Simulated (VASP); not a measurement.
# HgTe (I-4m2) in VASP: a series of runs

HgTe is run at these levels: PBEsol; tasks: single point.

Program: VASP 6.6.1. These are calculated values, not measurements. Logs are shortened: lines on timing, memory, paths and dates and some standing lists are left out, and cuts for length are marked.

## Step 1: The cell of the first run

Symmetry: I-4m2, No. 119, tetragonal system. The conventional cell has a = 5.302 Å, b = 5.302 Å, c = 2.904 Å, α = 90.00°, β = 90.00°, γ = 90.00°. Within 3.6 Å of Hg (site symmetry -4m2) lie 8 Te at 2.75 to 3.43 Å and 2 Hg at 2.90 Å. Within 3.6 Å of Te (site symmetry -4m2) lie 8 Hg at 2.75 to 3.43 Å and 2 Te at 2.90 Å.

## Step 2: Single point, PBEsol

File INCAR:

```
SYSTEM = HgTe
ALGO = Normal
EDIFF = 1E-6
ENCUT = 520
GGA = PS
ISIF = 2
ISMEAR = -1
LASPH = .True.
LCHARG = .True.
LELF = .True.
LREAL = .False.
LVHAR = .True.
LWAVE = .False.
NBANDS = 16
NELM = 80
PREC = Accurate
SIGMA = 0.05
```

File KPOINTS:

```
k-points
0
Gamma
  10 10 10
  0 0 0
```

File POSCAR:

```
HgTe
1.0
   -2.6507569292      2.6507569292      1.4519845556
    2.6507569292     -2.6507569292      1.4519845556
    2.6507569292      2.6507569292     -1.4519845556
Hg Te
1 1
Direct
    0.7500000000      0.2500000000      0.5000000000
    0.0000000000      0.0000000000      0.0000000000
```

Potentials or basis: VASP PAW PBE potentials, release 64 (Hg, Te).

Run with:

```bash
cat potpaw_PBE.64/Hg/POTCAR potpaw_PBE.64/Te/POTCAR > POTCAR
mpirun -np 1 vasp_std > vasp.out
```

OUTCAR:

```text
SYSTEM = HgTe
   EDIFF = 1E-6
   ENCUT = 520
   GGA = PS
   ISIF = 2
   ISMEAR = -1
   LASPH = .True.
   LREAL = .False.
   NELM = 80
   PREC = Accurate

 ion  position               nearest neighbor table
   1  0.750  0.250  0.500-   2 2.75   2 2.75   2 2.75   2 2.75   2 3.43   2 3.43   2 3.43   2 3.43

   2  0.000  0.000  0.000-   1 2.75   1 2.75   1 2.75   1 2.75   1 3.43   1 3.43   1 3.43   1 3.43

  LATTYP: Found a body centered tetragonal cell.
 ALAT       =     5.3015138584
 C/A-ratio  =     0.5477622409

  Lattice vectors:

 A1 = (  -2.6507569292,   2.6507569292,   1.4519845556)
 A2 = (   2.6507569292,  -2.6507569292,   1.4519845556)
 A3 = (   2.6507569292,   2.6507569292,  -1.4519845556)

Analysis of symmetry for initial positions (statically):
=====================================================================
 Subroutine PRICEL returns:
 Original cell was already a primitive cell.

 Routine SETGRP: Setting up the symmetry group for a
 body centered tetragonal supercell.

 Subroutine GETGRP returns: Found  8 space group operations
 (whereof  8 operations were pure point group operations)
 out of a pool of 16 trial point group operations.

The static configuration has the point symmetry D_2d.

Analysis of symmetry for dynamics (positions and initial velocities):
=====================================================================
 Subroutine PRICEL returns:
 Original cell was already a primitive cell.

 Routine SETGRP: Setting up the symmetry group for a
 body centered tetragonal supercell.

 Subroutine GETGRP returns: Found  8 space group operations
 (whereof  8 operations were pure point group operations)
 out of a pool of 16 trial point group operations.

The dynamic configuration has the point symmetry D_2d.

 Subroutine INISYM returns: Found  8 space group operations
 (whereof  8 operations are pure point group operations),
 and found     1 'primitive' translations

----------------------------------------------------------------------------------------

                                     Primitive cell

  volume of cell :      40.8095

  direct lattice vectors                    reciprocal lattice vectors
    -2.650756929  2.650756929  1.451984556     0.000000000  0.188625368  0.344356280
     2.650756929 -2.650756929  1.451984556     0.188625368  0.000000000  0.344356280
     2.650756929  2.650756929 -1.451984556     0.188625368  0.188625368  0.000000000

  length of vectors
[... 77 lines left out ...]
   LNONCOLLINEAR =      F non collinear calculations
   LSORBIT =      F    spin-orbit coupling
   LASPH  =      T    aspherical Exc in radial PAW
   ENCUT  =  520.0 eV  38.22 Ry    6.18 a.u.   7.47  7.47  7.47*2*pi/ulx,y,z
   NELM   =     80;   NELMIN=  2; NELMDL= -5     # of ELM steps
   EDIFF  = 0.1E-05   stopping-criterion for ELM
   LREAL  =      F    real-space projection
   EDIFFG = 0.1E-04   stopping-criterion for IOM
   NSW    =      0    number of steps for IOM
   IBRION =     -1    ionic relax: 0-MD 1-quasi-New 2-CG
   NFREE  =      0    steps in history (QN), initial steepest desc. (CG)
   ISIF   =      2    stress and relaxation
   ISYM   =      2    0-nonsym 1-usesym 2-fastsym
   POTIM  = 0.5000    time-step for ionic-motion
   TEBEG  =    0.0;   TEEND  =   0.0 temperature during run
   PSTRESS=    0.0 pullay stress
   NELECT =      18.0000    total number of electrons
   NUPDOWN=      -1.0000    fix difference up-down
   EMIN   =  10.00;   EMAX   =-10.00  energy-range for DOS
   EFERMI =   0.00;   METHOD = LEGACY
   ISMEAR =    -1;   SIGMA  =   0.05  broadening in eV -4-tet -1-fermi 0-gaus
   EFERMI_NEDOS =   21; number of points for ismear=-14 and -15
   IALGO  =     38    algorithm
   IMIX   =      4    mixing-type and parameters
     AMIX     =   0.40;   BMIX     =  1.00
     AMIX_MAG =   1.60;   BMIX_MAG =  1.00
  volume/ion in A,a.u.               =      20.40       137.70
  Fermi-wavevector in a.u.,A,eV,Ry     =   1.246173  2.354926 21.129135  1.552948
  Thomas-Fermi vector in A             =   2.380362
   LORBIT       =      0    0 simple, 1 ext, 2 COOP (PROOUT), +10 PAW based schemes
   GGA     = PS    functional components
   LHFCALC =     F    Hartree Fock is set to
   AEXX    =    0.0000 exact exchange contribution
   IVDW    =     0    specifies the selected vdW correction
   LEPSILON=     F    determine dielectric tensor
   LRPA    =     F    only Hartree local field effects (RPA)
 non-spin polarized calculation
  energy-cutoff  :      520.00
  volume of cell :       40.81
 maximum number of plane-waves:      1125
 NGX is ok and might be reduce to    30
   NGX = 15   NGY = 15   NGZ = 15

 number of electron      17.9999999 magnetization

 Free energy of the ion-electron system (eV)
  ---------------------------------------------------
  ext. energy  EPLUGINS =         0.00000000
  ---------------------------------------------------
  free energy    TOTEN  =        -3.23441414 eV

  energy without entropy =       -3.22995176  energy(sigma->0) =       -3.23218295

 E-fermi :   8.8110     XC(G=0): -11.7262

 val. band max:        8.7604357839   @ k =   0.1000   0.1000   0.1000
 cond. band min:       8.8336237848   @ k =   0.1000   0.1000   0.0000
 fundamental gap:      0.0731880009
 Fermi energy:         8.8110014220

 k-point     1 :       0.0000    0.0000    0.0000
  band No.  band energies     occupation
      1      -6.5588      2.00000
      2      -0.4379      2.00000
      3       0.2050      2.00000
      4       0.5183      2.00000
      5       1.2574      2.00000
      6       1.2574      2.00000
[... 433 lines left out ...]
      3       0.1182      2.00000
      4       0.6313      2.00000
      5       0.8383      2.00000
      6       1.1415      2.00000
[... 8 lines left out ...]
     15      19.6227      0.00000
     16      21.6213      0.00000

 [... further k-points ...]
[... 5 lines left out ...]
  --------------------------------------------------------------------------------------
  -------------------------------------------------------------------------------------
  Total        7.8365342      7.8365342      7.8118526      0.0000000      0.0000000      0.0000000
  in kB      307.6612632    307.6612632    306.6922665      0.0000000      0.0000000      0.0000000
  external PRESSURE =     307.3382643 kB  Pullay stress =       0.0000000 kB

 VOLUME and BASIS-vectors are now :
 -----------------------------------------------------------------------------
  energy-cutoff  :      520.00
  volume of cell :       40.81
      direct lattice vectors                 reciprocal lattice vectors
    -2.650756929  2.650756929  1.451984556     0.000000000  0.188625368  0.344356280
     2.650756929 -2.650756929  1.451984556     0.188625368  0.000000000  0.344356280
     2.650756929  2.650756929 -1.451984556     0.188625368  0.188625368  0.000000000

 POSITION                                       TOTAL-FORCE (eV/Angst)
 -----------------------------------------------------------------------------------
      0.00000      2.65076      0.72599         0.000000      0.000000     -0.000000
      0.00000      0.00000      0.00000        -0.000000     -0.000000      0.000000
 -----------------------------------------------------------------------------------
    total drift:                               -0.000000      0.000000      0.000000

  FREE ENERGIE OF THE ION-ELECTRON SYSTEM (eV)
  ---------------------------------------------------
  free  energy   TOTEN  =        -3.2344141362 eV

  energy  without entropy=       -3.2299517551  energy(sigma->0) =       -3.23218295
```

stdout:

```text
POSCAR found type information on POSCAR HgTe
 POSCAR found :  2 types and       2 ions
 scaLAPACK will be used
 -----------------------------------------------------------------------------
|                                                                             |
|                                                                             |
|     You enforced a specific xc type in the INCAR file but a different       |
|     I HOPE YOU KNOW WHAT YOU ARE DOING!                                     |
|                                                                             |
 -----------------------------------------------------------------------------

 LDA part: xc-table for (Slater+PW92), standard interpolation
 POSCAR, INCAR and KPOINTS ok, starting setup
 FFT: planning ... GRIDC
 FFT: planning ... GRID_SOFT
 FFT: planning ... GRID
 WAVECAR not read
 entering main loop
```

Run time: 33 s. Hardware: 1 thread of Intel Xeon 6975P-C (Granite Rapids), shared host; peak memory 0.22 GiB.

What came out:

```
Free energy            : -3.2344 eV
Pressure               : 30.7 GPa
Band gap on the k mesh : zero (band 9 reaches 10.75 eV, above the bottom of band 10 at 5.97 eV)
```

Levels at points of the mesh, in eV from the Fermi level:
| k point | band 7 | band 8 | band 9 | band 10 | band 11 | band 12 |
| --- | --- | --- | --- | --- | --- | --- |
| (0.00, 0.00, 0.00) | -3.59 | -3.59 | -2.79 | 4.34 | 4.46 | 8.63 |
| (0.50, 0.00, 0.00) | -5.52 | -2.70 | -2.09 | -0.88 | 3.14 | 4.13 |
| (0.50, 0.50, 0.00) | -7.35 | -0.37 | 1.72 | 2.76 | 3.47 | 3.51 |
| (0.50, 0.50, 0.50) | -6.77 | -6.65 | -5.80 | 3.49 | 6.38 | 11.28 |

Caveat: the PAW data sets were made with another functional, which shifts forces and pressure a little; spin-orbit coupling is left out, which moves the levels of the heavy elements.

## Step 3: Single point, PBEsol

This run uses another cell than the first one, of 21.65 Å³/atom, 1.061 times its volume.

File INCAR:

```
SYSTEM = HgTe
PREC = Accurate
ENCUT = 520
EDIFF = 1E-6
ISMEAR = -1
SIGMA = 0.05
LREAL = .False.
LASPH = .True.
NELM = 60
ALGO = Normal
ISIF = 2
LWAVE = .False.
LCHARG = .False.
GGA = PS
NBANDS = 16
```

File KPOINTS:

```
regular mesh
0
Gamma
  10 10 10
  0 0 0
```

File POSCAR:

```
HgTe
1.0
   -2.7007595802      2.7007595802      1.4839256993
    2.7007595802     -2.7007595802      1.4839256993
    2.7007595802      2.7007595802     -1.4839256993
Hg Te
1 1
Direct
    0.7500000000      0.2500000000      0.5000000000
    0.0000000000      0.0000000000      0.0000000000
```

Potentials or basis: VASP PAW PBE potentials, release 64 (Hg, Te).

Run with:

```bash
cat potpaw_PBE.64/Hg/POTCAR potpaw_PBE.64/Te/POTCAR > POTCAR
mpirun -np 1 vasp_std > vasp.out
```

Run time: 34 s. Hardware: 1 thread of Intel Xeon 6975P-C (Granite Rapids), shared host; peak memory 0.22 GiB.

The run converged. Its results:

- Free energy: -3.6293 eV
- Pressure: 20.5 GPa
- Band gap on the k mesh: zero (band 9 reaches 9.78 eV, above the bottom of band 10 at 5.28 eV)

Levels at points of the mesh, in eV from the Fermi level:
| k point | band 5 | band 6 | band 7 | band 8 | band 9 | band 10 | band 11 | band 12 | band 13 | band 14 |
| --- | --- | --- | --- | --- | --- | --- | --- | --- | --- | --- |
| (0.00, 0.00, 0.00) | -7.33 | -7.33 | -3.33 | -3.33 | -2.87 | 3.95 | 4.50 | 8.44 | 8.44 | 9.30 |
| (0.50, 0.00, 0.00) | -7.61 | -7.58 | -5.40 | -2.58 | -1.97 | -0.84 | 3.21 | 4.01 | 6.75 | 9.08 |
| (0.50, 0.50, 0.00) | -7.30 | -7.25 | -7.15 | -0.43 | 1.83 | 2.72 | 3.20 | 3.39 | 8.91 | 9.55 |
| (0.50, 0.50, 0.50) | -7.29 | -6.56 | -6.33 | -6.33 | -5.53 | 3.19 | 6.28 | 10.85 | 10.85 | 13.26 |

Caveat: the PAW data sets were made with another functional, which shifts forces and pressure a little; spin-orbit coupling is left out, which moves the levels of the heavy elements.

## Step 4: Single point, PBEsol

This run uses another cell than the first one, of 23.43 Å³/atom, 1.148 times its volume.

File INCAR:

```
SYSTEM = HgTe
  PREC = Accurate
  ENCUT = 520
  EDIFF = 1E-6
  ISMEAR = -1
  SIGMA = 0.05
  LREAL = .False.
  LASPH = .True.
  NELM = 60
  ALGO = Normal
  ISIF = 2
  LWAVE = .False.
  LCHARG = .True.
  GGA = PS
  LELF = .True.
  LVHAR = .True.
  NBANDS = 16
```

KPOINTS is that of step 3.

File POSCAR:

```
HgTe
1.0
   -2.7700535431      2.7700535431      1.5268444614
    2.7700535431     -2.7700535431      1.5268444614
    2.7700535431      2.7700535431     -1.5268444614
Hg Te
1 1
Direct
    0.7500000000      0.2500000000      0.5000000000
    0.0000000000      0.0000000000      0.0000000000
```

Run with:

```bash
cat potpaw_PBE.64/Hg/POTCAR potpaw_PBE.64/Te/POTCAR > POTCAR
mpirun -np 1 vasp_std > vasp.out
```

Run time: 26 s. Hardware: 1 thread of Intel Xeon 6975P-C (Granite Rapids), shared host; peak memory 0.22 GiB.

The run converged. Its results:

```yaml
Free_energy: -3.9664 eV
Pressure: 10.3 GPa
Band_gap_on_the_k_mesh: zero (band 9 reaches 8.82 eV, above the bottom of band 10 at 4.43 eV)
```

Levels at points of the mesh, in eV from the Fermi level:
| k point | band 6 | band 7 | band 8 | band 9 | band 10 | band 11 | band 12 | band 13 |
| --- | --- | --- | --- | --- | --- | --- | --- | --- |
| (0.00, 0.00, 0.00) | -7.06 | -3.01 | -3.01 | -2.98 | 3.47 | 4.54 | 8.15 | 8.15 |
| (0.50, 0.00, 0.00) | -7.20 | -5.21 | -2.46 | -1.82 | -0.75 | 3.29 | 3.82 | 6.42 |
| (0.50, 0.50, 0.00) | -6.97 | -6.91 | -0.52 | 1.94 | 2.53 | 2.84 | 3.36 | 8.57 |
| (0.50, 0.50, 0.50) | -6.45 | -5.77 | -5.77 | -5.19 | 2.82 | 6.16 | 10.22 | 10.22 |

Caveat: the PAW data sets were made with another functional, which shifts forces and pressure a little; spin-orbit coupling is left out, which moves the levels of the heavy elements.

## Step 5: Single point, PBEsol

This run uses another cell than the first one, of 24.72 Å³/atom, 1.212 times its volume.

File INCAR:

```
PREC = Accurate
ENCUT = 520
EDIFF = 1E-6
ISMEAR = -1
SIGMA = 0.05
LREAL = False
LASPH = True
NELM = 100
ALGO = Normal
ISIF = 2
LWAVE = False
LCHARG = False
GGA = PS
NBANDS = 16
```

File KPOINTS:

```
Automatic mesh
0
Gamma
  10 10 10
```

File POSCAR:

```
HgTe
1.0
   -2.8182356239      2.8182356239      1.5564133712
    2.8182356239     -2.8182356239      1.5564133712
    2.8182356239      2.8182356239     -1.5564133712
Hg Te
1 1
Direct
    0.7500000000      0.2500000000      0.5000000000
    0.0000000000      0.0000000000      0.0000000000
```

Potentials or basis: VASP PAW PBE potentials, release 64 (Hg, Te).

Run with:

```bash
cat potpaw_PBE.64/Hg/POTCAR potpaw_PBE.64/Te/POTCAR > POTCAR
mpirun -np 1 vasp_std > vasp.out
```

OUTCAR:

```text
PREC = Accurate
   ENCUT = 520
   EDIFF = 1E-6
   ISMEAR = -1
   LREAL = False
   LASPH = True
   NELM = 100
   ISIF = 2
   GGA = PS

 ion  position               nearest neighbor table
   1  0.750  0.250  0.500-   2 2.92   2 2.92   2 2.92   2 2.92   2 3.66   2 3.66   2 3.66   2 3.66

   2  0.000  0.000  0.000-   1 2.92   1 2.92   1 2.92   1 2.92   1 3.66   1 3.66   1 3.66   1 3.66

  LATTYP: Found a body centered tetragonal cell.
 ALAT       =     5.6364712478
 C/A-ratio  =     0.5522651683

  Lattice vectors:

 A1 = (  -2.8182356239,   2.8182356239,   1.5564133712)
 A2 = (   2.8182356239,  -2.8182356239,   1.5564133712)
 A3 = (   2.8182356239,   2.8182356239,  -1.5564133712)

Analysis of symmetry for initial positions (statically):
=====================================================================
 Subroutine PRICEL returns:
 Original cell was already a primitive cell.

 Routine SETGRP: Setting up the symmetry group for a
 body centered tetragonal supercell.

 Subroutine GETGRP returns: Found  8 space group operations
[... 156 lines left out ...]
 Free energy of the ion-electron system (eV)
  ---------------------------------------------------
  ext. energy  EPLUGINS =         0.00000000
  ---------------------------------------------------
  free energy    TOTEN  =        -4.09072960 eV

  energy without entropy =       -4.08643919  energy(sigma->0) =       -4.08858439

 E-fermi :   6.1894     XC(G=0): -10.7580

 val. band max:        6.0716214550   @ k =   0.1000   0.1000   0.0000
 cond. band min:       6.2011743742   @ k =  -0.3000  -0.4000   0.1000
 fundamental gap:      0.1295529191
 Fermi energy:         6.1893914591

 k-point     1 :       0.0000    0.0000    0.0000
  band No.  band energies     occupation
      1      -7.3981      2.00000
      2      -1.8133      2.00000
      3      -1.3227      2.00000
      4      -1.1709      2.00000
      5      -0.6904      2.00000
      6      -0.6904      2.00000
[... 433 lines left out ...]
      3      -1.3904      2.00000
      4      -1.0427      2.00000
      5      -0.9392      2.00000
      6      -0.7838      2.00000
[... 8 lines left out ...]
     15      16.3406      0.00000
     16      17.9467      0.00000

 [... further k-points ...]
[... 5 lines left out ...]
  --------------------------------------------------------------------------------------
  -------------------------------------------------------------------------------------
  Total        1.6187888      1.6187888      1.6130744      0.0000000     -0.0000000      0.0000000
  in kB       52.4519015     52.4519015     52.2667414      0.0000000     -0.0000000      0.0000000
  external PRESSURE =      52.3901815 kB  Pullay stress =       0.0000000 kB

 VOLUME and BASIS-vectors are now :
 -----------------------------------------------------------------------------
  energy-cutoff  :      520.00
  volume of cell :       49.45
      direct lattice vectors                 reciprocal lattice vectors
    -2.818235624  2.818235624  1.556413371     0.000000000  0.177415968  0.321251416
     2.818235624 -2.818235624  1.556413371     0.177415968  0.000000000  0.321251416
     2.818235624  2.818235624 -1.556413371     0.177415968  0.177415968  0.000000000

 POSITION                                       TOTAL-FORCE (eV/Angst)
 -----------------------------------------------------------------------------------
     -0.00000      2.81824      0.77821         0.000000     -0.000000     -0.000000
      0.00000      0.00000      0.00000        -0.000000      0.000000      0.000000
 -----------------------------------------------------------------------------------
    total drift:                               -0.000000      0.000000      0.000000

  FREE ENERGIE OF THE ION-ELECTRON SYSTEM (eV)
  ---------------------------------------------------
  free  energy   TOTEN  =        -4.0907295988 eV

  energy  without entropy=       -4.0864391891  energy(sigma->0) =       -4.08858439
```

It took 25 s on 1 thread of Intel Xeon 6975P-C (Granite Rapids), shared host; peak memory 0.23 GiB.

Results:

* Free energy: -4.0907 eV
* Pressure: 5.2 GPa
* Band gap on the k mesh: zero (band 9 reaches 8.21 eV, above the bottom of band 10 at 3.89 eV)

Caveat: the PAW data sets were made with another functional, which shifts forces and pressure a little; spin-orbit coupling is left out, which moves the levels of the heavy elements.

## Step 6: Overview

```csv
cell,gap on the mesh (eV),pressure (GPa)
"a = 4.020 Å, angles 97.5, 97.5, 137.7°, 2 atoms",none,30.7
"a = 4.098 Å, angles 97.5, 97.5, 137.5°, 2 atoms",none,20.5
"a = 4.204 Å, angles 97.6, 97.6, 137.4°, 2 atoms",none,10.3
"a = 4.279 Å, angles 97.6, 97.6, 137.3°, 2 atoms",none,5.2
```

Alike in all rows: task single point; level PBEsol; potentials or basis VASP PAW PBE potentials, release 64 (Hg, Te); no spin polarisation; k mesh 10 × 10 × 10; cutoff (eV) 520; smearing fermi-dirac 0.05 eV.

Caveats: the PAW data sets were made with another functional, which shifts forces and pressure a little; spin-orbit coupling is left out, which moves the levels of the heavy elements.

Absolute energies hang on the potentials; compare differences alone.
